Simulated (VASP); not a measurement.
# HgH3 (P-6m2) in VASP: a series of runs

The runs below take HgH3 through single point, relaxation of cell and atoms, with PBE.

Everything below comes from runs of VASP 6.6.1. Logs are shortened: lines on timing, memory, paths and dates and some standing lists are left out, and cuts for length are marked.

## 1. The cell of the first run

Symmetry: P-6m2, No. 187, hexagonal system. The conventional cell has a = 5.399 Å, b = 5.399 Å, c = 3.833 Å, α = 90.00°, β = 90.00°, γ = 120.00°. Within 2.5 Å of Hg (site symmetry -6m2) lie 2 H at 1.92 Å. Within 2.5 Å of H (site symmetry -6m2) lie 2 Hg at 1.92 Å. Within 1.0 Å of H (site symmetry 3m) lie 1 H at 0.75 Å.

## 2. Single point, PBE

File INCAR:

```
  PREC = Accurate
  ENCUT = 520
  EDIFF = 1E-6
  ISMEAR = 0
  SIGMA = 0.1
  LREAL = False
  LASPH = True
  NELM = 80
  ALGO = Normal
  ISIF = 2
  LWAVE = False
  LCHARG = False
  GGA = PE
  NBANDS = 16
```

File KPOINTS:

```
Automatic mesh
0
Gamma
  12 12 12
```

File POSCAR:

```
HgH3
1.0
    5.3990520416      0.0000000000      0.0000000000
   -2.6995260208      4.6757162244      0.0000000000
    0.0000000000      0.0000000000      3.8328056347
Hg H
1 3
Direct
    0.0000000000      0.0000000000      0.0000000000
    0.0000000000      0.0000000000      0.5000000000
    0.6666666667      0.3333333333      0.4017763695
    0.6666666667      0.3333333333      0.5982236305
```

Potentials or basis: VASP PAW PBE potentials, release 64 (Hg, H).

On the command line:

```console
> cat potpaw_PBE.64/Hg/POTCAR potpaw_PBE.64/H/POTCAR > POTCAR
> mpirun -np 1 vasp_std > vasp.out
```

OUTCAR:

```text
PREC = Accurate
   ENCUT = 520
   EDIFF = 1E-6
   ISMEAR = 0
   LREAL = False
   LASPH = True
   NELM = 80
   ISIF = 2
   GGA = PE

 ion  position               nearest neighbor table
   1  0.000  0.000  0.000-   2 1.92   2 1.92
   2  0.000  0.000  0.500-   1 1.92   1 1.92
   3  0.667  0.333  0.402-   4 0.75
   4  0.667  0.333  0.598-   3 0.75

  LATTYP: Found a hexagonal cell.
 ALAT       =     5.3990520416
 C/A-ratio  =     0.7099034433

  Lattice vectors:

 A1 = (   5.3990520416,   0.0000000000,   0.0000000000)
 A2 = (  -2.6995260208,   4.6757162244,   0.0000000000)
 A3 = (   0.0000000000,   0.0000000000,   3.8328056347)

Analysis of symmetry for initial positions (statically):
=====================================================================
 Subroutine PRICEL returns:
 Original cell was already a primitive cell.

 Routine SETGRP: Setting up the symmetry group for a
 hexagonal supercell.

 Subroutine GETGRP returns: Found 12 space group operations
 (whereof 12 operations were pure point group operations)
 out of a pool of 24 trial point group operations.

The static configuration has the point symmetry D_3h.

Analysis of symmetry for dynamics (positions and initial velocities):
=====================================================================
 Subroutine PRICEL returns:
 Original cell was already a primitive cell.

 Routine SETGRP: Setting up the symmetry group for a
 hexagonal supercell.

 Subroutine GETGRP returns: Found 12 space group operations
 (whereof 12 operations were pure point group operations)
 out of a pool of 24 trial point group operations.

The dynamic configuration has the point symmetry D_3h.

 Subroutine INISYM returns: Found 12 space group operations
 (whereof 12 operations are pure point group operations),
 and found     1 'primitive' translations

----------------------------------------------------------------------------------------

                                     Primitive cell

  volume of cell :      96.7570

  direct lattice vectors                    reciprocal lattice vectors
     5.399052042  0.000000000  0.000000000     0.185217700  0.106935489  0.000000000
    -2.699526021  4.675716224  0.000000000     0.000000000  0.213870978  0.000000000
     0.000000000  0.000000000  3.832805635     0.000000000  0.000000000  0.260905482

  length of vectors
     5.399052042  5.399052042  3.832805635     0.213870978  0.213870978  0.260905482

  position of ions in fractional coordinates (direct lattice)
     0.000000000  0.000000000  0.000000000
     0.000000000  0.000000000  0.500000000
     0.666666667  0.333333333  0.401776369
     0.666666667  0.333333333  0.598223631

  ion indices of the primitive-cell ions
   primitive index   ion index
                 1           1
                 2           2
                 3           3
                 4           4

----------------------------------------------------------------------------------------

 KPOINTS: Automatic mesh

Automatic generation of k-mesh.
 Grid dimensions read from file:
 generate k-points for:   12   12   12

 Generating k-lattice:

  Cartesian coordinates                     Fractional coordinates (reciprocal lattice)
     0.015434808  0.008911291  0.000000000     0.083333333  0.000000000  0.000000000
     0.000000000  0.017822581  0.000000000     0.000000000  0.083333333  0.000000000
     0.000000000  0.000000000  0.021742123     0.000000000  0.000000000  0.083333333

  Length of vectors
     0.017822581  0.017822581  0.021742123

  Shift w.r.t. Gamma in fractional coordinates (k-lattice)
     0.000000000  0.000000000  0.000000000

 Subroutine IBZKPT returns following result:
 ===========================================

 Found    133 irreducible k-points:

 Following reciprocal coordinates:
            Coordinates               Weight
  0.000000  0.000000  0.000000      1.000000
  0.083333  0.000000  0.000000      6.000000
  0.166667 -0.000000  0.000000      6.000000
  0.250000 -0.000000  0.000000      6.000000
  0.333333  0.000000  0.000000      6.000000
  0.416667  0.000000  0.000000      6.000000
[... 16 lines left out ...]
  0.250000 -0.000000  0.083333     12.000000
  0.333333  0.000000  0.083333     12.000000
 [... further k-points ...]
   k-points           NKPTS =    133   k-points in BZ     NKDIM =    133   number of bands    NBANDS=     16
   number of dos      NEDOS =    301   number of ions     NIONS =      4
   total plane-waves  NPLWV =  48000
   dimension x,y,z NGX =    40 NGY =   40 NGZ =   30
   dimension x,y,z NGXF=    80 NGYF=   80 NGZF=   60
   ions per type =               1   3
   NGX,Y,Z   is equivalent  to a cutoff of  12.32, 12.32, 13.01 a.u.
   NGXF,Y,Z  is equivalent  to a cutoff of  24.63, 24.63, 26.02 a.u.
 SYSTEM =  unknown system
   PREC   = accura    normal or accurate (medium, high low for compatibility)
   ISTART =      0    job   : 0-new  1-cont  2-samecut
   ICHARG =      2    charge: 1-file 2-atom 10-const
   ISPIN  =      1    spin polarized calculation?
   LNONCOLLINEAR =      F non collinear calculations
   LSORBIT =      F    spin-orbit coupling
   LASPH  =      T    aspherical Exc in radial PAW
   ENCUT  =  520.0 eV  38.22 Ry    6.18 a.u.  10.04 10.04  7.13*2*pi/ulx,y,z
   NELM   =     80;   NELMIN=  2; NELMDL= -5     # of ELM steps
   EDIFF  = 0.1E-05   stopping-criterion for ELM
   LREAL  =      F    real-space projection
   EDIFFG = 0.1E-04   stopping-criterion for IOM
   NSW    =      0    number of steps for IOM
   IBRION =     -1    ionic relax: 0-MD 1-quasi-New 2-CG
   NFREE  =      0    steps in history (QN), initial steepest desc. (CG)
   ISIF   =      2    stress and relaxation
   ISYM   =      2    0-nonsym 1-usesym 2-fastsym
   POTIM  = 0.5000    time-step for ionic-motion
   TEBEG  =    0.0;   TEEND  =   0.0 temperature during run
   PSTRESS=    0.0 pullay stress
   NELECT =      15.0000    total number of electrons
   NUPDOWN=      -1.0000    fix difference up-down
   EMIN   =  10.00;   EMAX   =-10.00  energy-range for DOS
   EFERMI =   0.00;   METHOD = LEGACY
   ISMEAR =     0;   SIGMA  =   0.10  broadening in eV -4-tet -1-fermi 0-gaus
   EFERMI_NEDOS =   21; number of points for ismear=-14 and -15
   IALGO  =     38    algorithm
   IMIX   =      4    mixing-type and parameters
     AMIX     =   0.40;   BMIX     =  1.00
     AMIX_MAG =   1.60;   BMIX_MAG =  1.00
  volume/ion in A,a.u.               =      24.19       163.24
  Fermi-wavevector in a.u.,A,eV,Ry     =   0.879450  1.661919 10.523183  0.773432
  Thomas-Fermi vector in A             =   1.999675
   LORBIT       =      0    0 simple, 1 ext, 2 COOP (PROOUT), +10 PAW based schemes
   GGA     = PE    functional components
   LHFCALC =     F    Hartree Fock is set to
   AEXX    =    0.0000 exact exchange contribution
   IVDW    =     0    specifies the selected vdW correction
   LEPSILON=     F    determine dielectric tensor
   LRPA    =     F    only Hartree local field effects (RPA)
 non-spin polarized calculation
 Gauss-broadening in eV      SIGMA  =   0.10
  energy-cutoff  :      520.00
  volume of cell :       96.76
 maximum number of plane-waves:      2634
   NGX = 21   NGY = 21   NGZ = 15

 number of electron      15.0000000 magnetization

 Free energy of the ion-electron system (eV)
  ---------------------------------------------------
  ext. energy  EPLUGINS =         0.00000000
  ---------------------------------------------------
  free energy    TOTEN  =        -9.44657390 eV

  energy without entropy =       -9.44198731  energy(sigma->0) =       -9.44428061

 E-fermi :  -0.9135     XC(G=0):  -5.7184

 val. band max:       -0.9436888123   @ k =   0.3333   0.0000   0.2500
 cond. band min:      -0.9104034875   @ k =   0.2500   0.1667   0.2500
 fundamental gap:      0.0332853248
 Fermi energy:        -0.9134937551

 k-point     1 :       0.0000    0.0000    0.0000
  band No.  band energies     occupation
      1     -10.1012      2.00000
      2      -8.6313      2.00000
      3      -8.1618      2.00000
      4      -8.1618      2.00000
      5      -8.0952      2.00000
      6      -8.0952      2.00000
[... 8 lines left out ...]
     15       7.4280      0.00000
     16       8.4666      0.00000

 k-point     2 :       0.0833    0.0000    0.0000
  band No.  band energies     occupation
      1     -10.0980      2.00000
      2      -8.6276      2.00000
      3      -8.1603      2.00000
      4      -8.1567      2.00000
      5      -8.0956      2.00000
      6      -8.0953      2.00000
[... 8 lines left out ...]
     15       7.3589      0.00000
     16       8.4413      0.00000

 k-point     3 :       0.1667   -0.0000    0.0000
  band No.  band energies     occupation
      1     -10.0892      2.00000
      2      -8.6177      2.00000
      3      -8.1563      2.00000
      4      -8.1412      2.00000
      5      -8.0966      2.00000
      6      -8.0955      2.00000
[... 8 lines left out ...]
     15       7.1663      0.00000
     16       8.4119      0.00000

 k-point     4 :       0.2500   -0.0000    0.0000
  band No.  band energies     occupation
      1     -10.0773      2.00000
      2      -8.6056      2.00000
      3      -8.1507      2.00000
      4      -8.1161      2.00000
      5      -8.0979      2.00000
      6      -8.0959      2.00000
[... 8 lines left out ...]
     15       7.0938      0.00000
     16       8.5495      0.00000

 k-point     5 :       0.3333    0.0000    0.0000
  band No.  band energies     occupation
      1     -10.0655      2.00000
      2      -8.5952      2.00000
      3      -8.1451      2.00000
      4      -8.0993      2.00000
      5      -8.0962      2.00000
      6      -8.0858      2.00000
[... 8 lines left out ...]
     15       7.5955      0.00000
     16       9.1257      0.00000

 k-point     6 :       0.4167    0.0000    0.0000
  band No.  band energies     occupation
      1     -10.0570      2.00000
      2      -8.5887      2.00000
      3      -8.1410      2.00000
      4      -8.1003      2.00000
      5      -8.0964      2.00000
      6      -8.0600      2.00000
[... 8 lines left out ...]
     15       7.9169      0.00000
     16       9.0132      0.00000

 k-point     7 :       0.5000   -0.0000    0.0000
  band No.  band energies     occupation
      1     -10.0538      2.00000
      2      -8.5865      2.00000
      3      -8.1395      2.00000
      4      -8.1006      2.00000
      5      -8.0965      2.00000
      6      -8.0496      2.00000
[... 8 lines left out ...]
     15       8.1994      0.00000
     16       8.5889      0.00000

 k-point     8 :       0.0833    0.0833    0.0000
  band No.  band energies     occupation
      1     -10.0920      2.00000
      2      -8.6208      2.00000
      3      -8.1579      2.00000
      4      -8.1461      2.00000
      5      -8.0962      2.00000
      6      -8.0955      2.00000
[... 8 lines left out ...]
     15       7.2283      0.00000
     16       8.4136      0.00000

 k-point     9 :       0.1667    0.0833    0.0000
  band No.  band energies     occupation
      1     -10.0816      2.00000
      2      -8.6098      2.00000
      3      -8.1537      2.00000
      4      -8.1250      2.00000
      5      -8.0974      2.00000
      6      -8.0958      2.00000
[... 8 lines left out ...]
     15       6.9929      0.00000
     16       8.4589      0.00000
[... 172 lines left out ...]
 k-point    19 :       0.3333    0.3333    0.0000
  band No.  band energies     occupation
      1     -10.0481      2.00000
      2      -8.5809      2.00000
      3      -8.1495      2.00000
      4      -8.0994      2.00000
      5      -8.0985      2.00000
      6      -8.0209      2.00000
[... 8 lines left out ...]
     15       7.6540      0.00000
     16       9.4750      0.00000

 k-point    20 :       0.0000    0.0000    0.0833
  band No.  band energies     occupation
      1     -10.0112      2.00000
      2      -8.6080      2.00000
      3      -8.1603      2.00000
      4      -8.1603      2.00000
      5      -8.1076      2.00000
      6      -8.1076      2.00000
[... 8 lines left out ...]
     15       7.1173      0.00000
     16       9.5454      0.00000

 k-point    21 :       0.0833    0.0000    0.0833
  band No.  band energies     occupation
      1     -10.0079      2.00000
      2      -8.6048      2.00000
      3      -8.1589      2.00000
      4      -8.1553      2.00000
      5      -8.1077      2.00000
      6      -8.1074      2.00000
[... 8 lines left out ...]
     15       7.1453      0.00000
     16       9.4841      0.00000

 k-point    22 :       0.1667   -0.0000    0.0833
  band No.  band energies     occupation
      1      -9.9991      2.00000
      2      -8.5969      2.00000
      3      -8.1549      2.00000
      4      -8.1413      2.00000
      5      -8.1079      2.00000
      6      -8.1056      2.00000
[... 8 lines left out ...]
     15       7.3141      0.00000
     16       9.3279      0.00000

 k-point    23 :       0.2500   -0.0000    0.0833
  band No.  band energies     occupation
      1      -9.9871      2.00000
      2      -8.5874      2.00000
      3      -8.1494      2.00000
      4      -8.1261      2.00000
      5      -8.1083      2.00000
      6      -8.0954      2.00000
[... 8 lines left out ...]
     15       7.8054      0.00000
     16       9.1553      0.00000

 k-point    24 :       0.3333    0.0000    0.0833
  band No.  band energies     occupation
      1      -9.9752      2.00000
      2      -8.5795      2.00000
      3      -8.1439      2.00000
      4      -8.1210      2.00000
      5      -8.1086      2.00000
      6      -8.0701      2.00000
[... 8 lines left out ...]
     15       8.3599      0.00000
     16       9.1494      0.00000

 [... further k-points ...]
[... 5 lines left out ...]
  --------------------------------------------------------------------------------------
  -------------------------------------------------------------------------------------
  Total       -0.0455277     -0.0455277      0.0715167     -0.0000000     -0.0000000      0.0000000
  in kB       -0.7538822     -0.7538822      1.1842295     -0.0000000     -0.0000000      0.0000000
  external PRESSURE =      -0.1078450 kB  Pullay stress =       0.0000000 kB

 VOLUME and BASIS-vectors are now :
 -----------------------------------------------------------------------------
  energy-cutoff  :      520.00
  volume of cell :       96.76
      direct lattice vectors                 reciprocal lattice vectors
     5.399052042  0.000000000  0.000000000     0.185217700  0.106935489  0.000000000
    -2.699526021  4.675716224  0.000000000     0.000000000  0.213870978  0.000000000
     0.000000000  0.000000000  3.832805635     0.000000000  0.000000000  0.260905482

 POSITION                                       TOTAL-FORCE (eV/Angst)
 -----------------------------------------------------------------------------------
      0.00000      0.00000      0.00000         0.000000     -0.000000      0.000000
      0.00000      0.00000      1.91640         0.000000     -0.000000      0.000000
      2.69953      1.55857      1.53993        -0.000000      0.000000      0.010000
      2.69953      1.55857      2.29287        -0.000000      0.000000     -0.010000
 -----------------------------------------------------------------------------------
    total drift:                               -0.000000      0.000000      0.000000

  FREE ENERGIE OF THE ION-ELECTRON SYSTEM (eV)
  ---------------------------------------------------
  free  energy   TOTEN  =        -9.4465738981 eV

  energy  without entropy=       -9.4419873124  energy(sigma->0) =       -9.44428061
```

Run time: 5.3 min. Hardware: 1 thread of AMD EPYC 7R13, shared host; peak memory 0.31 GiB.

What came out:

```
Free energy   : -9.4466 eV
Pressure      : 0.0 GPa
Largest force : 0.010 eV/Å
```

Forces on the atoms (eV/Å):
```
Hg   0.000  0.000  0.000
H    0.000  0.000  0.000
H    0.000  0.000  0.010
H    0.000  0.000 -0.010
```

Stress tensor (GPa, compression positive):
```
-0.08  0.00  0.00
 0.00 -0.08  0.00
 0.00  0.00  0.12
```

Levels at points of the mesh, in eV from the Fermi level:
```csv
k point,band 5,band 6,band 7,band 8,band 9,band 10
"(0.00, 0.00, 0.00)",-7.18,-7.18,-5.28,2.47,2.47,3.56
"(0.50, 0.00, 0.00)",-7.18,-7.14,-5.50,0.86,1.73,4.47
"(0.00, 0.00, 0.50)",-7.23,-7.23,-4.38,-3.75,3.69,4.32
"(0.50, 0.00, 0.50)",-7.21,-7.04,-4.52,-3.38,1.18,3.69
```

Caveat: spin-orbit coupling is left out, which moves the levels of the heavy elements.

(Part 1 of 2 ends here.)
